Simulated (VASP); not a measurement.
# GaN (F-43m) in VASP: further runs

The runs below take GaN through single point, with PBE, r2SCAN.

Program: VASP 6.6.1. These are calculated values, not measurements. Logs are shortened: lines on timing, memory, paths and dates and some standing lists are left out, and cuts for length are marked.

## (1) The cell of the first run

It takes space group F-43m (No. 216, cubic). Conventional cell: a = 4.273 Å, b = 4.273 Å, c = 4.273 Å, α = 90.00°, β = 90.00°, γ = 90.00°. Ga (site symmetry -43m) has 4 N at 1.85 Å within 2.5 Å. Within 2.5 Å of N (site symmetry -43m) lie 4 Ga at 1.85 Å.

## (2) Single point, PBE (strain -5.0%)

File INCAR:

```
SYSTEM = GaN
PREC = Accurate
ENCUT = 520
EDIFF = 1E-6
ISMEAR = -1
SIGMA = 0.02
LREAL = .False.
LASPH = .True.
NELM = 60
ALGO = Normal
ISIF = 2
LWAVE = .False.
LCHARG = .True.
GGA = PE
LELF = .True.
LVHAR = .True.
NBANDS = 16
```

File KPOINTS:

```
Automatic mesh
0
Gamma
  10 10 10
  0 0 0
```

File POSCAR:

```
GaN
1.0
    0.0000000000      2.1365049176      2.1365049176
    2.1365049176      0.0000000000      2.1365049176
    2.1365049176      2.1365049176      0.0000000000
Ga N
1 1
Direct
    0.0000000000      0.0000000000      0.0000000000
    0.2500000000      0.2500000000      0.2500000000
```

Potentials or basis: VASP PAW PBE potentials, release 64 (Ga_d, N).

The run is started by

```sh
> cat potpaw_PBE.64/Ga_d/POTCAR potpaw_PBE.64/N/POTCAR > POTCAR
> mpirun -np 1 vasp_std > vasp.out
```

OUTCAR:

```text
SYSTEM = GaN
   PREC = Accurate
   ENCUT = 520
   EDIFF = 1E-6
   ISMEAR = -1
   LREAL = .False.
   LASPH = .True.
   NELM = 60
   ISIF = 2
   GGA = PE

 ion  position               nearest neighbor table
   1  0.000  0.000  0.000-   2 1.85   2 1.85   2 1.85   2 1.85
   2  0.250  0.250  0.250-   1 1.85   1 1.85   1 1.85   1 1.85

  LATTYP: Found a face centered cubic cell.
 ALAT       =     4.2730098352

  Lattice vectors:

 A1 = (   0.0000000000,   2.1365049176,   2.1365049176)
 A2 = (   2.1365049176,   0.0000000000,   2.1365049176)
 A3 = (   2.1365049176,   2.1365049176,   0.0000000000)

Analysis of symmetry for initial positions (statically):
=====================================================================
 Subroutine PRICEL returns:
 Original cell was already a primitive cell.

 Routine SETGRP: Setting up the symmetry group for a
 face centered cubic supercell.

 Subroutine GETGRP returns: Found 24 space group operations
 (whereof 24 operations were pure point group operations)
 out of a pool of 48 trial point group operations.

The static configuration has the point symmetry T_d .

Analysis of symmetry for dynamics (positions and initial velocities):
=====================================================================
 Subroutine PRICEL returns:
 Original cell was already a primitive cell.

 Routine SETGRP: Setting up the symmetry group for a
 face centered cubic supercell.

 Subroutine GETGRP returns: Found 24 space group operations
 (whereof 24 operations were pure point group operations)
 out of a pool of 48 trial point group operations.

The dynamic configuration has the point symmetry T_d .

 Subroutine INISYM returns: Found 24 space group operations
 (whereof 24 operations are pure point group operations),
 and found     1 'primitive' translations

----------------------------------------------------------------------------------------

                                     Primitive cell

  volume of cell :      19.5048

  direct lattice vectors                    reciprocal lattice vectors
     0.000000000  2.136504918  2.136504918    -0.234027077  0.234027077  0.234027077
     2.136504918  0.000000000  2.136504918     0.234027077 -0.234027077  0.234027077
     2.136504918  2.136504918  0.000000000     0.234027077  0.234027077 -0.234027077

  length of vectors
     3.021474231  3.021474231  3.021474231     0.405346787  0.405346787  0.405346787

  position of ions in fractional coordinates (direct lattice)
     0.000000000  0.000000000  0.000000000
     0.250000000  0.250000000  0.250000000

  ion indices of the primitive-cell ions
   primitive index   ion index
                 1           1
                 2           2

----------------------------------------------------------------------------------------

 KPOINTS: Automatic mesh

Automatic generation of k-mesh.
 Grid dimensions read from file:
 generate k-points for:   10   10   10

 Generating k-lattice:

  Cartesian coordinates                     Fractional coordinates (reciprocal lattice)
    -0.023402708  0.023402708  0.023402708     0.100000000  0.000000000  0.000000000
     0.023402708 -0.023402708  0.023402708     0.000000000  0.100000000  0.000000000
     0.023402708  0.023402708 -0.023402708     0.000000000  0.000000000  0.100000000

  Length of vectors
     0.040534679  0.040534679  0.040534679

  Shift w.r.t. Gamma in fractional coordinates (k-lattice)
     0.000000000  0.000000000  0.000000000

 Subroutine IBZKPT returns following result:
 ===========================================

 Found     47 irreducible k-points:

 Following reciprocal coordinates:
            Coordinates               Weight
  0.000000  0.000000  0.000000      1.000000
  0.100000  0.000000  0.000000      8.000000
  0.200000  0.000000  0.000000      8.000000
  0.300000  0.000000  0.000000      8.000000
  0.400000  0.000000  0.000000      8.000000
  0.500000  0.000000  0.000000      4.000000
[... 16 lines left out ...]
  0.300000  0.300000  0.000000      6.000000
  0.400000  0.300000  0.000000     24.000000
 [... further k-points ...]
   k-points           NKPTS =     47   k-points in BZ     NKDIM =     47   number of bands    NBANDS=     16
   number of dos      NEDOS =    301   number of ions     NIONS =      2
   total plane-waves  NPLWV =  13824
   dimension x,y,z NGX =    24 NGY =   24 NGZ =   24
   dimension x,y,z NGXF=    48 NGYF=   48 NGZF=   48
   ions per type =               1   1
   NGX,Y,Z   is equivalent  to a cutoff of  13.21, 13.21, 13.21 a.u.
   NGXF,Y,Z  is equivalent  to a cutoff of  26.41, 26.41, 26.41 a.u.
 SYSTEM =  GaN
   PREC   = accura    normal or accurate (medium, high low for compatibility)
   ISTART =      0    job   : 0-new  1-cont  2-samecut
   ICHARG =      2    charge: 1-file 2-atom 10-const
   ISPIN  =      1    spin polarized calculation?
   LNONCOLLINEAR =      F non collinear calculations
   LSORBIT =      F    spin-orbit coupling
   LASPH  =      T    aspherical Exc in radial PAW
   ENCUT  =  520.0 eV  38.22 Ry    6.18 a.u.   5.62  5.62  5.62*2*pi/ulx,y,z
   NELM   =     60;   NELMIN=  2; NELMDL= -5     # of ELM steps
   EDIFF  = 0.1E-05   stopping-criterion for ELM
   LREAL  =      F    real-space projection
   EDIFFG = 0.1E-04   stopping-criterion for IOM
   NSW    =      0    number of steps for IOM
   IBRION =     -1    ionic relax: 0-MD 1-quasi-New 2-CG
   NFREE  =      0    steps in history (QN), initial steepest desc. (CG)
   ISIF   =      2    stress and relaxation
   ISYM   =      2    0-nonsym 1-usesym 2-fastsym
   POTIM  = 0.5000    time-step for ionic-motion
   TEBEG  =    0.0;   TEEND  =   0.0 temperature during run
   PSTRESS=    0.0 pullay stress
   NELECT =      18.0000    total number of electrons
   NUPDOWN=      -1.0000    fix difference up-down
   EMIN   =  10.00;   EMAX   =-10.00  energy-range for DOS
   EFERMI =   0.00;   METHOD = LEGACY
   ISMEAR =    -1;   SIGMA  =   0.02  broadening in eV -4-tet -1-fermi 0-gaus
   EFERMI_NEDOS =   21; number of points for ismear=-14 and -15
   IALGO  =     38    algorithm
   IMIX   =      4    mixing-type and parameters
     AMIX     =   0.40;   BMIX     =  1.00
     AMIX_MAG =   1.60;   BMIX_MAG =  1.00
  volume/ion in A,a.u.               =       9.75        65.81
  Fermi-wavevector in a.u.,A,eV,Ry     =   1.593866  3.011970 34.564355  2.540408
  Thomas-Fermi vector in A             =   2.692029
   LORBIT       =      0    0 simple, 1 ext, 2 COOP (PROOUT), +10 PAW based schemes
   GGA     = PE    functional components
   LHFCALC =     F    Hartree Fock is set to
   AEXX    =    0.0000 exact exchange contribution
   IVDW    =     0    specifies the selected vdW correction
   LEPSILON=     F    determine dielectric tensor
   LRPA    =     F    only Hartree local field effects (RPA)
 non-spin polarized calculation
  energy-cutoff  :      520.00
  volume of cell :       19.50
 maximum number of plane-waves:       544
   NGX = 11   NGY = 11   NGZ = 11

 number of electron      18.0000004 magnetization

 Free energy of the ion-electron system (eV)
  ---------------------------------------------------
  ext. energy  EPLUGINS =         0.00000000
  ---------------------------------------------------
  free energy    TOTEN  =       -11.63747065 eV

  energy without entropy =      -11.63747065  energy(sigma->0) =      -11.63747065

 E-fermi :   7.6537     XC(G=0): -12.5502

 val. band max:        7.1890696236   @ k =   0.0000   0.0000   0.0000
 cond. band min:       9.9423520374   @ k =   0.0000   0.0000   0.0000
 fundamental gap:      2.7532824138
 Fermi energy:         7.6536584921

 k-point     1 :       0.0000    0.0000    0.0000
  band No.  band energies     occupation
      1     -10.2586      2.00000
      2      -6.5105      2.00000
      3      -6.5105      2.00000
      4      -6.5105      2.00000
      5      -5.9896      2.00000
      6      -5.9896      2.00000
[... 8 lines left out ...]
     15      27.2797      0.00000
     16      27.2797      0.00000

 k-point     2 :       0.1000    0.0000    0.0000
  band No.  band energies     occupation
      1     -10.1129      2.00000
      2      -6.4892      2.00000
      3      -6.4892      2.00000
      4      -6.4825      2.00000
      5      -5.9921      2.00000
      6      -5.9921      2.00000
[... 8 lines left out ...]
     15      25.8641      0.00000
     16      26.0067      0.00000

 k-point     3 :       0.2000    0.0000    0.0000
  band No.  band energies     occupation
      1      -9.7265      2.00000
      2      -6.4396      2.00000
      3      -6.4396      2.00000
      4      -6.3471      2.00000
      5      -5.9913      2.00000
      6      -5.9913      2.00000
[... 8 lines left out ...]
     15      25.0487      0.00000
     16      25.0487      0.00000

 k-point     4 :       0.3000    0.0000    0.0000
  band No.  band energies     occupation
      1      -9.2626      2.00000
      2      -6.3951      2.00000
      3      -6.3951      2.00000
      4      -5.9709      2.00000
      5      -5.9709      2.00000
      6      -5.9606      2.00000
[... 8 lines left out ...]
     15      25.7502      0.00000
     16      25.7502      0.00000

 k-point     5 :       0.4000    0.0000    0.0000
  band No.  band energies     occupation
      1      -8.9356      2.00000
      2      -6.3757      2.00000
      3      -6.3757      2.00000
      4      -5.9355      2.00000
      5      -5.9355      2.00000
      6      -5.2396      2.00000
[... 8 lines left out ...]
     15      27.5419      0.00000
     16      27.5419      0.00000

 k-point     6 :       0.5000    0.0000    0.0000
  band No.  band energies     occupation
      1      -8.8301      2.00000
      2      -6.3721      2.00000
      3      -6.3721      2.00000
      4      -5.9176      2.00000
      5      -5.9176      2.00000
      6      -4.7139      2.00000
[... 8 lines left out ...]
     15      28.8794      0.00000
     16      28.8794      0.00000

 k-point     7 :       0.1000    0.1000    0.0000
  band No.  band energies     occupation
      1     -10.0646      2.00000
      2      -6.4960      2.00000
      3      -6.4707      2.00000
      4      -6.4707      2.00000
      5      -6.0076      2.00000
      6      -5.9783      2.00000
[... 8 lines left out ...]
     15      28.0831      0.00000
     16      28.0831      0.00000

 k-point     8 :       0.2000    0.1000    0.0000
  band No.  band energies     occupation
      1      -9.7588      2.00000
      2      -6.4563      2.00000
      3      -6.4196      2.00000
      4      -6.3862      2.00000
      5      -6.0152      2.00000
      6      -5.9674      2.00000
[... 8 lines left out ...]
     15      27.2360      0.00000
     16      27.2363      0.00000

 k-point     9 :       0.3000    0.1000    0.0000
  band No.  band energies     occupation
      1      -9.3213      2.00000
      2      -6.4052      2.00000
      3      -6.3683      2.00000
      4      -6.1624      2.00000
      5      -5.9484      2.00000
      6      -5.9357      2.00000
[... 8 lines left out ...]
     15      26.3600      0.00000
     16      27.3217      0.00000
[... 172 lines left out ...]
 k-point    19 :       0.5000    0.2000    0.0000
  band No.  band energies     occupation
      1      -8.7070      2.00000
      2      -6.3597      2.00000
      3      -6.2495      2.00000
      4      -6.0762      2.00000
      5      -5.9115      2.00000
      6      -4.6374      2.00000
[... 8 lines left out ...]
     15      29.2666      0.00000
     16      29.9010      0.00000

 k-point    20 :      -0.4000    0.2000    0.0000
  band No.  band energies     occupation
      1      -8.6899      2.00000
      2      -6.3635      2.00000
      3      -6.2592      2.00000
      4      -6.0236      2.00000
      5      -5.9504      2.00000
      6      -4.4456      2.00000
[... 8 lines left out ...]
     15      27.5046      0.00000
     16      29.3262      0.00000

 k-point    21 :      -0.3000    0.2000    0.0000
  band No.  band energies     occupation
      1      -8.8255      2.00000
      2      -6.3629      2.00000
      3      -6.2881      2.00000
      4      -6.0246      2.00000
      5      -6.0038      2.00000
      6      -5.0796      2.00000
[... 8 lines left out ...]
     15      26.3973      0.00000
     16      29.7699      0.00000

 k-point    22 :      -0.2000    0.2000    0.0000
  band No.  band energies     occupation
      1      -9.1165      2.00000
      2      -6.3741      2.00000
      3      -6.3461      2.00000
      4      -6.0861      2.00000
      5      -6.0282      2.00000
      6      -5.6868      2.00000
[... 8 lines left out ...]
     15      26.3189      0.00000
     16      29.7394      0.00000

 k-point    23 :       0.3000    0.3000    0.0000
  band No.  band energies     occupation
      1      -8.9733      2.00000
      2      -6.3637      2.00000
      3      -6.2109      2.00000
      4      -6.2109      2.00000
      5      -5.9119      2.00000
      6      -5.7237      2.00000
[... 8 lines left out ...]
     15      30.8166      0.00000
     16      32.3957      0.00000

 k-point    24 :       0.4000    0.3000    0.0000
  band No.  band energies     occupation
      1      -8.7437      2.00000
      2      -6.3642      2.00000
      3      -6.1579      2.00000
      4      -6.1537      2.00000
      5      -5.8962      2.00000
      6      -5.2460      2.00000
[... 8 lines left out ...]
     15      31.3937      0.00000
     16      32.1769      0.00000

 [... further k-points ...]
[... 5 lines left out ...]
  --------------------------------------------------------------------------------------
  -------------------------------------------------------------------------------------
  Total        5.8775272      5.8775272      5.8775272     -0.0000000     -0.0000000      0.0000000
  in kB      482.7958661    482.7958661    482.7958661     -0.0000000     -0.0000000      0.0000000
  external PRESSURE =     482.7958661 kB  Pullay stress =       0.0000000 kB

 VOLUME and BASIS-vectors are now :
 -----------------------------------------------------------------------------
  energy-cutoff  :      520.00
  volume of cell :       19.50
      direct lattice vectors                 reciprocal lattice vectors
     0.000000000  2.136504918  2.136504918    -0.234027077  0.234027077  0.234027077
     2.136504918  0.000000000  2.136504918     0.234027077 -0.234027077  0.234027077
     2.136504918  2.136504918  0.000000000     0.234027077  0.234027077 -0.234027077

 POSITION                                       TOTAL-FORCE (eV/Angst)
 -----------------------------------------------------------------------------------
      0.00000      0.00000      0.00000         0.000000      0.000000     -0.000000
      1.06825      1.06825      1.06825        -0.000000     -0.000000      0.000000
 -----------------------------------------------------------------------------------
    total drift:                                0.000003      0.000003      0.000003

  FREE ENERGIE OF THE ION-ELECTRON SYSTEM (eV)
  ---------------------------------------------------
  free  energy   TOTEN  =       -11.6374706483 eV

  energy  without entropy=      -11.6374706483  energy(sigma->0) =      -11.63747065
```

Run time: 34 s. Hardware: 1 thread of Intel Xeon 6975P-C, shared host; peak memory 0.14 GiB.

What came out:

```
Free energy            : -11.6375 eV
Pressure               : 48.3 GPa
Band gap on the k mesh : 2.75 eV, direct
```

Caveat: the cell differs from its parent crystal (strain -5.0%).

## (3) Single point, PBE

This run uses another cell than the first one, of 11.37 Å³/atom, 1.166 times its volume.

File INCAR:

```
SYSTEM = GaN
ALGO     = Normal         ! electronic algorithm
EDIFF    = 1E-6           ! SCF threshold, eV
ENCUT    = 520            ! plane-wave cutoff, eV
GGA      = PE             ! functional
ISIF     = 2              ! what is computed and relaxed
ISMEAR   = -1             ! smearing method
LASPH    = .True.         ! aspherical terms in the spheres
LCHARG   = .True.         ! write CHGCAR
LELF     = .True.         ! ELF
LREAL    = .False.        ! projectors in reciprocal space
LVHAR    = .True.       
LWAVE    = .False.        ! write WAVECAR
NBANDS   = 16             ! bands
NELM     = 60             ! most SCF steps
PREC     = Accurate       ! precision mode
SIGMA    = 0.02           ! smearing width, eV
```

File KPOINTS:

```
k-points
0
Gamma
  10 10 10
  0 0 0
```

File POSCAR:

```
GaN
1.0
    0.0000000000      2.2489525448      2.2489525448
    2.2489525448      0.0000000000      2.2489525448
    2.2489525448      2.2489525448      0.0000000000
Ga N
1 1
Direct
    0.0000000000      0.0000000000      0.0000000000
    0.2500000000      0.2500000000      0.2500000000
```

Potentials or basis: VASP PAW PBE potentials, release 64 (Ga_d, N).

The run is started by

```sh
> cat potpaw_PBE.64/Ga_d/POTCAR potpaw_PBE.64/N/POTCAR > POTCAR
> mpirun -np 1 vasp_std > vasp.out
```

Wall time 41 s (1 thread of Intel Xeon 6975P-C, shared host); peak memory 0.14 GiB.

It converged, with:

* Free energy: -12.1382 eV
* Pressure: 6.3 GPa
* Band gap on the k mesh: 1.76 eV, direct

Levels at points of the mesh, in eV from the valence-band top:
| k point | band 7 | band 8 | band 9 | band 10 | band 11 | band 12 |
| --- | --- | --- | --- | --- | --- | --- |
| (0.00, 0.00, 0.00) | 0.00 | 0.00 | 0.00 | 1.76 | 10.34 | 10.34 |
| (0.50, 0.00, 0.00) | -7.08 | -0.98 | -0.98 | 4.68 | 8.76 | 10.40 |
| (0.50, 0.50, 0.00) | -6.15 | -2.72 | -2.72 | 3.35 | 6.70 | 11.75 |

A hybrid or GW would open this gap; PBE tends to underestimate it.

## (4) Single point, PBE (strain +1.0%)

File INCAR:

```
SYSTEM = GaN
PREC = Accurate
ENCUT = 520
EDIFF = 1E-6
ISMEAR = -1
SIGMA = 0.02
LREAL = .False.
LASPH = .True.
NELM = 80
ALGO = Normal
ISIF = 2
LWAVE = .False.
LCHARG = .False.
GGA = PE
NBANDS = 16
```

File KPOINTS:

```
Automatic mesh
0
Gamma
  10 10 10
  0 0 0
```

File POSCAR:

```
GaN
1.0
    0.0000000000      2.2714420703      2.2714420703
    2.2714420703      0.0000000000      2.2714420703
    2.2714420703      2.2714420703      0.0000000000
Ga N
1 1
Direct
    0.0000000000      0.0000000000      0.0000000000
    0.2500000000      0.2500000000      0.2500000000
```

The run is started by

```sh
> cat potpaw_PBE.64/Ga_d/POTCAR potpaw_PBE.64/N/POTCAR > POTCAR
> mpirun -np 1 vasp_std > vasp.out
```

Run time: 41 s. Hardware: 1 thread of Intel Xeon 6975P-C, shared host; peak memory 0.15 GiB.

Results (log left out):

| Quantity | Value |
| --- | --- |
| Free energy | -12.1533 eV |
| Pressure | 0.7 GPa |
| Band gap on the k mesh | 1.57 eV, direct |

Levels at points of the mesh, in eV from the valence-band top:
```csv
k point,band 7,band 8,band 9,band 10,band 11,band 12
"(0.00, 0.00, 0.00)",0.00,0.00,0.00,1.57,10.15,10.15
"(0.50, 0.00, 0.00)",-6.88,-0.94,-0.94,4.48,8.61,10.24
"(0.50, 0.50, 0.00)",-6.03,-2.62,-2.62,3.35,6.52,11.54
```

Caveat: the cell differs from its parent crystal (strain +1.0%).

(Part 1 of 2 ends here.)
